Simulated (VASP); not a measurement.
# H6Os (Fm-3m) in VASP: a series of runs

Runs on H6Os. Level: PBE. Tasks: single point, relaxation of cell and atoms.

Everything below comes from runs of VASP 6.6.1. Logs are shortened: lines on timing, memory, paths and dates and some standing lists are left out, and cuts for length are marked.

### 1 The cell of the first run

It takes space group Fm-3m (No. 225, cubic). Conventional cell: a = 5.691 Å, b = 5.691 Å, c = 5.691 Å, α = 90.00°, β = 90.00°, γ = 90.00°. Within 2.1 Å of H (site symmetry 4mm) lie 4 H at 1.60 Å and 1 Os at 1.71 Å. Within 2.3 Å of Os (site symmetry m-3m) lie 6 H at 1.71 Å.

### 2 Single point, PBE, collinear spin, ferromagnetic start

INCAR reads:

```
SYSTEM = H6Os
ALGO = Normal
EDIFF = 1E-7
ENCUT = 520
GGA = PE
ISIF = 2
ISMEAR = 0
ISPIN = 2
LASPH = .True.
LCHARG = .False.
LMAXMIX = 4
LORBIT = 11
LREAL = .False.
LWAVE = .False.
MAGMOM = 0 0 0 0 0 0 1
NBANDS = 20
NELM = 150
PREC = Accurate
SIGMA = 0.1
```

KPOINTS reads:

```
k-points
0
Gamma
  6 6 6
  0 0 0
```

POSCAR reads:

```
H6Os
1.0
    0.0000000000      2.8456003275      2.8456003275
    2.8456003275      0.0000000000      2.8456003275
    2.8456003275      2.8456003275      0.0000000000
H Os
6 1
Direct
    0.6987041670      0.3012958330      0.3012958330
    0.3012958330      0.6987041670      0.6987041670
    0.3012958330      0.6987041670      0.3012958330
    0.6987041670      0.3012958330      0.6987041670
    0.3012958330      0.3012958330      0.6987041670
    0.6987041670      0.6987041670      0.3012958330
    0.0000000000      0.0000000000      0.0000000000
```

Potentials or basis: VASP PAW PBE potentials, release 64 (H, Os).

On the command line:

```console
cat potpaw_PBE.64/H/POTCAR potpaw_PBE.64/Os/POTCAR > POTCAR
mpirun -np 1 vasp_std > vasp.out
```

OUTCAR:

```text
SYSTEM = H6Os
   EDIFF = 1E-7
   ENCUT = 520
   GGA = PE
   ISIF = 2
   ISMEAR = 0
   ISPIN = 2
   LASPH = .True.
   LORBIT = 11
   LREAL = .False.
   NELM = 150
   PREC = Accurate

 ion  position               nearest neighbor table
   1  0.699  0.301  0.301-   7 1.71
   2  0.301  0.699  0.699-   7 1.71
   3  0.301  0.699  0.301-   7 1.71
   4  0.699  0.301  0.699-   7 1.71
   5  0.301  0.301  0.699-   7 1.71
   6  0.699  0.699  0.301-   7 1.71
   7  0.000  0.000  0.000-   1 1.71   2 1.71   3 1.71   4 1.71   5 1.71   6 1.71

  LATTYP: Found a face centered cubic cell.
 ALAT       =     5.6912006550

  Lattice vectors:

 A1 = (   0.0000000000,   2.8456003275,   2.8456003275)
 A2 = (   2.8456003275,   0.0000000000,   2.8456003275)
 A3 = (   2.8456003275,   2.8456003275,   0.0000000000)

Analysis of symmetry for initial positions (statically):
=====================================================================
 Subroutine PRICEL returns:
 Original cell was already a primitive cell.

 Routine SETGRP: Setting up the symmetry group for a
 face centered cubic supercell.

 Subroutine GETGRP returns: Found 48 space group operations
 (whereof 48 operations were pure point group operations)
 out of a pool of 48 trial point group operations.

The static configuration has the point symmetry O_h .

Analysis of symmetry for dynamics (positions and initial velocities):
=====================================================================
 Subroutine PRICEL returns:
 Original cell was already a primitive cell.

 Routine SETGRP: Setting up the symmetry group for a
 face centered cubic supercell.

 Subroutine GETGRP returns: Found 48 space group operations
 (whereof 48 operations were pure point group operations)
 out of a pool of 48 trial point group operations.

The dynamic configuration has the point symmetry O_h .

Analysis of structural, dynamic, and magnetic symmetry:
=====================================================================
 Subroutine PRICEL returns:
 Original cell was already a primitive cell.

 Routine SETGRP: Setting up the symmetry group for a
 face centered cubic supercell.

 Subroutine GETGRP returns: Found 48 space group operations
 (whereof 48 operations were pure point group operations)
 out of a pool of 48 trial point group operations.

The overall configuration has the point symmetry O_h .

 Subroutine INISYM returns: Found 48 space group operations
 (whereof 48 operations are pure point group operations),
 and found     1 'primitive' translations

----------------------------------------------------------------------------------------

                                     Primitive cell

  volume of cell :      46.0842

  direct lattice vectors                    reciprocal lattice vectors
     0.000000000  2.845600328  2.845600328    -0.175709848  0.175709848  0.175709848
     2.845600328  0.000000000  2.845600328     0.175709848 -0.175709848  0.175709848
     2.845600328  2.845600328  0.000000000     0.175709848  0.175709848 -0.175709848

  length of vectors
     4.024286576  4.024286576  4.024286576     0.304338384  0.304338384  0.304338384

  position of ions in fractional coordinates (direct lattice)
     0.698704167  0.301295833  0.301295833
     0.301295833  0.698704167  0.698704167
     0.301295833  0.698704167  0.301295833
     0.698704167  0.301295833  0.698704167
     0.301295833  0.301295833  0.698704167
     0.698704167  0.698704167  0.301295833
     0.000000000  0.000000000  0.000000000

  ion indices of the primitive-cell ions
   primitive index   ion index
                 1           1
                 2           2
                 3           3
                 4           4
                 5           5
[... 34 lines left out ...]
  0.500000  0.000000  0.000000      4.000000
  0.166667  0.166667  0.000000      6.000000
  0.333333  0.166667  0.000000     24.000000
[... 8 lines left out ...]
 -0.333333  0.333333  0.166667     24.000000
 -0.333333  0.500000  0.166667     12.000000
   k-points           NKPTS =     16   k-points in BZ     NKDIM =     16   number of bands    NBANDS=     20
   number of dos      NEDOS =    301   number of ions     NIONS =      7
   total plane-waves  NPLWV =  27000
   dimension x,y,z NGX =    30 NGY =   30 NGZ =   30
   dimension x,y,z NGXF=    60 NGYF=   60 NGZF=   60
   ions per type =               6   1
   NGX,Y,Z   is equivalent  to a cutoff of  12.39, 12.39, 12.39 a.u.
   NGXF,Y,Z  is equivalent  to a cutoff of  24.79, 24.79, 24.79 a.u.
 SYSTEM =  H6Os
   PREC   = accura    normal or accurate (medium, high low for compatibility)
   ISTART =      0    job   : 0-new  1-cont  2-samecut
   ICHARG =      2    charge: 1-file 2-atom 10-const
   ISPIN  =      2    spin polarized calculation?
   LNONCOLLINEAR =      F non collinear calculations
   LSORBIT =      F    spin-orbit coupling
   LASPH  =      T    aspherical Exc in radial PAW
   ENCUT  =  520.0 eV  38.22 Ry    6.18 a.u.   7.48  7.48  7.48*2*pi/ulx,y,z
   NELM   =    150;   NELMIN=  2; NELMDL= -5     # of ELM steps
   EDIFF  = 0.1E-06   stopping-criterion for ELM
   LREAL  =      F    real-space projection
   EDIFFG = 0.1E-05   stopping-criterion for IOM
   NSW    =      0    number of steps for IOM
   IBRION =     -1    ionic relax: 0-MD 1-quasi-New 2-CG
   NFREE  =      0    steps in history (QN), initial steepest desc. (CG)
   ISIF   =      2    stress and relaxation
   ISYM   =      2    0-nonsym 1-usesym 2-fastsym
   POTIM  = 0.5000    time-step for ionic-motion
   TEBEG  =    0.0;   TEEND  =   0.0 temperature during run
   PSTRESS=    0.0 pullay stress
   NELECT =      14.0000    total number of electrons
   NUPDOWN=      -1.0000    fix difference up-down
   EMIN   =  10.00;   EMAX   =-10.00  energy-range for DOS
   EFERMI =   0.00;   METHOD = LEGACY
   ISMEAR =     0;   SIGMA  =   0.10  broadening in eV -4-tet -1-fermi 0-gaus
   EFERMI_NEDOS =   21; number of points for ismear=-14 and -15
   IALGO  =     38    algorithm
   IMIX   =      4    mixing-type and parameters
     AMIX     =   0.40;   BMIX     =  1.00
     AMIX_MAG =   1.60;   BMIX_MAG =  1.00
  volume/ion in A,a.u.               =       6.58        44.43
  Fermi-wavevector in a.u.,A,eV,Ry     =   1.100526  2.079692 16.478795  1.211157
  Thomas-Fermi vector in A             =   2.236938
   LORBIT       =     11    0 simple, 1 ext, 2 COOP (PROOUT), +10 PAW based schemes
   GGA     = PE    functional components
   LHFCALC =     F    Hartree Fock is set to
   AEXX    =    0.0000 exact exchange contribution
   IVDW    =     0    specifies the selected vdW correction
   LEPSILON=     F    determine dielectric tensor
   LRPA    =     F    only Hartree local field effects (RPA)
 spin polarized calculation
 Gauss-broadening in eV      SIGMA  =   0.10
  energy-cutoff  :      520.00
  volume of cell :       46.08
 maximum number of plane-waves:      1258
 NGX is ok and might be reduce to    30
   NGX = 15   NGY = 15   NGZ = 15

 number of electron      13.9999999 magnetization      -0.0003747

 number of electron      13.9999999 magnetization       0.0002309

 Free energy of the ion-electron system (eV)
  ---------------------------------------------------
  ext. energy  EPLUGINS =         0.00000000
  ---------------------------------------------------
  free energy    TOTEN  =       -24.20133552 eV

  energy without entropy =      -24.19494106  energy(sigma->0) =      -24.19813829

 E-fermi :   1.1239     XC(G=0): -10.2450

 val. band max:        1.0937707200   @ k =   0.1667   0.1667   0.0000
 cond. band min:       1.1985124987   @ k =  -0.3333   0.5000   0.1667
 fundamental gap:      0.1047417787
 Fermi energy:         1.1239449985

 spin component 1

 k-point     1 :       0.0000    0.0000    0.0000
  band No.  band energies     occupation
      1      -9.2984      1.00000
      2      -2.3863      1.00000
      3      -2.3863      1.00000
      4       0.1585      1.00000
      5       0.1585      1.00000
      6       0.1585      1.00000
[... 328 lines left out ...]
      5      -1.5814      1.00000
      6       0.4778      1.00000
[... 11 lines left out ...]
     18      19.2384      0.00000
     19      19.4190      0.00000
 Fermi energy:         1.1239449985

 spin component 2

 k-point     1 :       0.0000    0.0000    0.0000
  band No.  band energies     occupation
      1      -9.2984      1.00000
      2      -2.3863      1.00000
      3      -2.3863      1.00000
      4       0.1586      1.00000
      5       0.1586      1.00000
      6       0.1586      1.00000
[... 328 lines left out ...]
      5      -1.5814      1.00000
      6       0.4778      1.00000
[... 11 lines left out ...]
     18      19.2383      0.00000
     19      19.4190      0.00000
 [bands above 19 left out]

------------------------ aborting loop because EDIFF is reached ----------------------------------------

  FORCE on cell =-STRESS in cart. coord.  units (eV):
  Direction    XX          YY          ZZ          XY          YZ          ZX
  --------------------------------------------------------------------------------------
  -------------------------------------------------------------------------------------
  Total        0.1324395      0.1324395      0.1324395      0.0000000     -0.0000000     -0.0000000
  in kB        4.6044373      4.6044373      4.6044373      0.0000000     -0.0000000     -0.0000000
  external PRESSURE =       4.6044373 kB  Pullay stress =       0.0000000 kB

 VOLUME and BASIS-vectors are now :
 -----------------------------------------------------------------------------
  energy-cutoff  :      520.00
  volume of cell :       46.08
      direct lattice vectors                 reciprocal lattice vectors
     0.000000000  2.845600328  2.845600328    -0.175709848  0.175709848  0.175709848
     2.845600328  0.000000000  2.845600328     0.175709848 -0.175709848  0.175709848
     2.845600328  2.845600328  0.000000000     0.175709848  0.175709848 -0.175709848

 POSITION                                       TOTAL-FORCE (eV/Angst)
 -----------------------------------------------------------------------------------
      1.71474      2.84560      2.84560         0.070049      0.000000     -0.000000
      3.97647      2.84560      2.84560        -0.070049      0.000000     -0.000000
      2.84560      1.71474      2.84560         0.000000      0.070049     -0.000000
      2.84560      3.97647      2.84560         0.000000     -0.070049     -0.000000
      2.84560      2.84560      1.71474         0.000000      0.000000      0.070049
      2.84560      2.84560      3.97647         0.000000      0.000000     -0.070049
      0.00000      0.00000      0.00000         0.000000      0.000000     -0.000000
 -----------------------------------------------------------------------------------
    total drift:                               -0.000000      0.000000      0.000000

  FREE ENERGIE OF THE ION-ELECTRON SYSTEM (eV)
  ---------------------------------------------------
  free  energy   TOTEN  =       -24.2013355214 eV

  energy  without entropy=      -24.1949410551  energy(sigma->0) =      -24.19813829

 total charge

# of ion       s       p       d       tot
------------------------------------------
    1        0.476   0.024   0.000   0.500
    2        0.476   0.024   0.000   0.500
    3        0.476   0.024   0.000   0.500
    4        0.476   0.024   0.000   0.500
    5        0.476   0.024   0.000   0.500
    6        0.476   0.024   0.000   0.500
    7        0.762   0.509   6.077   7.348
--------------------------------------------------
tot          3.615   0.653   6.077  10.345

 magnetization (x)

# of ion       s       p       d       tot
------------------------------------------
    1       -0.000   0.000   0.000  -0.000
    2       -0.000   0.000   0.000  -0.000
    3       -0.000   0.000   0.000  -0.000
    4       -0.000   0.000   0.000  -0.000
    5       -0.000   0.000   0.000  -0.000
    6       -0.000   0.000   0.000  -0.000
    7        0.000  -0.000   0.000   0.000
--------------------------------------------------
tot         -0.000  -0.000   0.000   0.000
```

Wall time 27 s (1 thread of Intel Xeon 6975P-C, shared host); peak memory 0.2 GiB.

What came out:

```
Free energy                                           : -24.2013 eV
Pressure                                              : 0.5 GPa
Largest force                                         : 0.070 eV/Å
Band gap on the k mesh                                : zero (filled and empty bands overlap)
Net moment                                            : 0.00 μB per cell
Valence electrons inside the program's atomic spheres : H 0.50; Os 7.35
```

Forces on the atoms (eV/Å):
```
H    0.070  0.000  0.000
H   -0.070  0.000  0.000
H    0.000  0.070  0.000
H    0.000 -0.070  0.000
H    0.000  0.000  0.070
H    0.000  0.000 -0.070
Os   0.000  0.000  0.000
```

Caveat: spin-orbit coupling is left out, which moves the levels of the heavy elements.

### 3 Single point, PBE, collinear spin, ferromagnetic start

This run uses another cell than the first one, of 6.89 Å³/atom, 1.046 times its volume.

INCAR reads:

```
ALGO = Normal
EDIFF = 1E-6
ENCUT = 520
GGA = PE
ISIF = 2
ISMEAR = 0
ISPIN = 2
LASPH = T
LCHARG = F
LMAXMIX = 4
LORBIT = 11
LREAL = F
LWAVE = F
MAGMOM = 0 0 0 0 0 0 0.74
NBANDS = 20
NELM = 150
PREC = Accurate
SIGMA = 0.1
```

KPOINTS reads:

```
k-points
0
Gamma
  12 12 12
```

POSCAR reads:

```
H6Os
1.0
    0.0000000000      2.8887600831      2.8887600831
    2.8887600831      0.0000000000      2.8887600831
    2.8887600831      2.8887600831      0.0000000000
H Os
6 1
Direct
    0.7000764438      0.2999235562      0.2999235562
    0.2999235562      0.7000764438      0.7000764438
    0.2999235562      0.7000764438      0.2999235562
    0.7000764438      0.2999235562      0.7000764438
    0.2999235562      0.2999235562      0.7000764438
    0.7000764438      0.7000764438      0.2999235562
    0.0000000000      0.0000000000      0.0000000000
```

Potentials or basis: VASP PAW PBE potentials, release 64 (H, Os).

On the command line:

```console
cat potpaw_PBE.64/H/POTCAR potpaw_PBE.64/Os/POTCAR > POTCAR
mpirun -np 1 vasp_std > vasp.out
```

Run time: 1.7 min. Hardware: 1 thread of Intel Xeon 6975P-C, shared host; peak memory 0.26 GiB.

Results (log left out):

```yaml
Free_energy: -24.1733 eV
Pressure: -3.4 GPa
Largest_force: 0.037 eV/Å
Band_gap_on_the_k_mesh: zero (filled and empty bands overlap)
Net_moment: 0.01 μB per cell
Valence_electrons_inside_the_program's_atomic_spheres: H 0.49; Os 7.28
```

Forces in eV/Å, atoms in the order of the input:
```
H   -0.037  0.000  0.000
H    0.037  0.000  0.000
H    0.000 -0.037  0.000
H    0.000  0.037  0.000
H    0.000  0.000 -0.037
H    0.000  0.000  0.037
Os   0.000  0.000  0.000
```

Levels at points of the mesh, in eV from the Fermi level:
Spin up:
```
           k point  band 5  band 6  band 7  band 8  band 9  band 10
(0.00, 0.00, 0.00)   -0.87   -0.87   -0.29   -0.29   -0.29     5.25
(0.50, 0.00, 0.00)   -0.25   -0.22   -0.22    2.36    2.36     5.86
(0.50, 0.50, 0.00)   -1.60   -1.60   -1.50    0.17    0.17     2.72
```
Spin down:
```tsv
k point	band 5	band 6	band 7	band 8	band 9	band 10
(0.00, 0.00, 0.00)	-0.86	-0.86	-0.29	-0.29	-0.29	5.25
(0.50, 0.00, 0.00)	-0.25	-0.21	-0.21	2.36	2.36	5.86
(0.50, 0.50, 0.00)	-1.60	-1.60	-1.50	0.18	0.18	2.73
```

Caveat: spin-orbit coupling is left out, which moves the levels of the heavy elements.

### 4 Relaxation of cell and atoms, PBE, collinear spin, ferromagnetic start

INCAR reads:

```
SYSTEM = H6Os
ALGO = Normal
EDIFF = 1E-6
EDIFFG = -0.01
ENCUT = 600
GGA = PE
IBRION = 2
ISIF = 3
ISMEAR = 0
ISPIN = 2
LASPH = .True.
LCHARG = .False.
LMAXMIX = 4
LORBIT = 11
LREAL = .False.
LWAVE = .False.
MAGMOM = 0 0 0 0 0 0 0.74
NELM = 150
NSW = 100
PREC = Accurate
SIGMA = 0.1
```

KPOINTS reads:

```
k-points
0
Gamma
  12 12 12
  0 0 0
```

POSCAR reads:

```
H6Os
1.0
    0.0000000000      2.8456003275      2.8456003275
    2.8456003275      0.0000000000      2.8456003275
    2.8456003275      2.8456003275      0.0000000000
H Os
6 1
Direct
    0.6987041670      0.3012958330      0.3012958330
    0.3012958330      0.6987041670      0.6987041670
    0.3012958330      0.6987041670      0.3012958330
    0.6987041670      0.3012958330      0.6987041670
    0.3012958330      0.3012958330      0.6987041670
    0.6987041670      0.6987041670      0.3012958330
    0.0000000000      0.0000000000      0.0000000000
```

On the command line:

```console
cat potpaw_PBE.64/H/POTCAR potpaw_PBE.64/Os/POTCAR > POTCAR
mpirun -np 1 vasp_std > vasp.out
```

Run time: 91 s. Hardware: 1 thread of Intel Xeon 6975P-C, shared host; peak memory 0.26 GiB.

The run converged. Its results:

- Free energy: -24.1955 eV
- Relaxed volume: 6.60 Å³/atom
- Relaxed cell: a = 4.027 Å, b = 4.027 Å, c = 4.027 Å, α = 60.00°, β = 60.00°, γ = 60.00°
- Space group after relaxing (to 0.05 Å): Fm-3m (No. 225)
- Energy gained by relaxing: 0.2 meV/atom
- Ionic steps: 4
- Pressure after relaxing: -0.2 GPa
- Largest force after relaxing: 0.006 eV/Å
- Band gap on the k mesh: zero (filled and empty bands overlap)
- Net moment: 0.00 μB per cell
- Valence electrons inside the program's atomic spheres: H 0.50; Os 7.33

Forces on the atoms (eV/Å):
```
H    0.006  0.000  0.000
H   -0.006  0.000  0.000
H    0.000  0.006  0.000
H    0.000 -0.006  0.000
H    0.000  0.000  0.006
H    0.000  0.000 -0.006
Os   0.000  0.000  0.000
```

The path:
```
step  energy change (eV)  largest force (eV/Å)  pressure (GPa)  volume (Å³)
   1              0.0000                0.0860            0.56        46.08
   2             -0.0014                0.0129           -0.25        46.24
   3             -0.0014                0.0108           -0.30        46.24
   4             -0.0015                0.0063           -0.17        46.17
```

Final structure:
```cif
data_structure
_symmetry_space_group_name_H-M 'P 1'
_symmetry_Int_Tables_number 1
_cell_length_a 4.0268
_cell_length_b 4.0268
_cell_length_c 4.0268
_cell_angle_alpha 60.000
_cell_angle_beta 60.000
_cell_angle_gamma 60.000
_cell_volume 46.17
loop_
_atom_site_label
_atom_site_type_symbol
_atom_site_fract_x
_atom_site_fract_y
_atom_site_fract_z
_atom_site_occupancy
H1 H 0.69780 0.30220 0.30220 1
H2 H 0.30220 0.69780 0.69780 1
H3 H 0.30220 0.69780 0.30220 1
H4 H 0.69780 0.30220 0.69780 1
H5 H 0.30220 0.30220 0.69780 1
H6 H 0.69780 0.69780 0.30220 1
Os1 Os 0.00000 0.00000 0.00000 1
```

Levels at points of the mesh, in eV from the Fermi level:
Spin up:
| k point | band 5 | band 6 | band 7 | band 8 | band 9 | band 10 |
| --- | --- | --- | --- | --- | --- | --- |
| (0.00, 0.00, 0.00) | -0.95 | -0.95 | -0.34 | -0.34 | -0.34 | 5.14 |
| (0.50, 0.00, 0.00) | -0.25 | -0.23 | -0.23 | 2.55 | 2.55 | 5.75 |
| (0.50, 0.50, 0.00) | -1.69 | -1.69 | -1.64 | 0.19 | 0.19 | 2.72 |
Spin down:
| k point | band 4 | band 5 | band 6 | band 7 | band 8 | band 9 | band 10 | band 11 |
| --- | --- | --- | --- | --- | --- | --- | --- | --- |
| (0.00, 0.00, 0.00) | -0.95 | -0.95 | -0.95 | -0.34 | -0.34 | -0.34 | 5.14 | 11.07 |
| (0.50, 0.00, 0.00) | -4.68 | -0.25 | -0.23 | -0.23 | 2.55 | 2.55 | 5.75 | 6.74 |
| (0.50, 0.50, 0.00) | -2.76 | -1.69 | -1.69 | -1.64 | 0.19 | 0.19 | 2.72 | 10.19 |

Caveat: spin-orbit coupling is left out, which moves the levels of the heavy elements.

### 5 Overview

```tsv
task	cell	k mesh	cutoff (eV)	gap on the mesh (eV)	pressure (GPa)	moment (μB)	largest force (eV/Å)
single point	a = 4.024 Å, angles 60.0°, 7 atoms	6 × 6 × 6	520	none	0.5	0.00	0.07
single point	a = 4.085 Å, angles 60.0°, 7 atoms	12 × 12 × 12	520	none	-3.4	0.01	0.04
relaxation of cell and atoms	relaxed from a = 4.024 Å, angles 60.0°, 7 atoms	12 × 12 × 12	600	none	-0.2	0.00	0.01
```

Alike in all rows: level PBE; potentials or basis VASP PAW PBE potentials, release 64 (H, Os); spin collinear, ferromagnetic start; smearing gaussian 0.1 eV.

Caveats: spin-orbit coupling is left out, which moves the levels of the heavy elements.

Absolute energies hang on the potentials; compare differences alone.
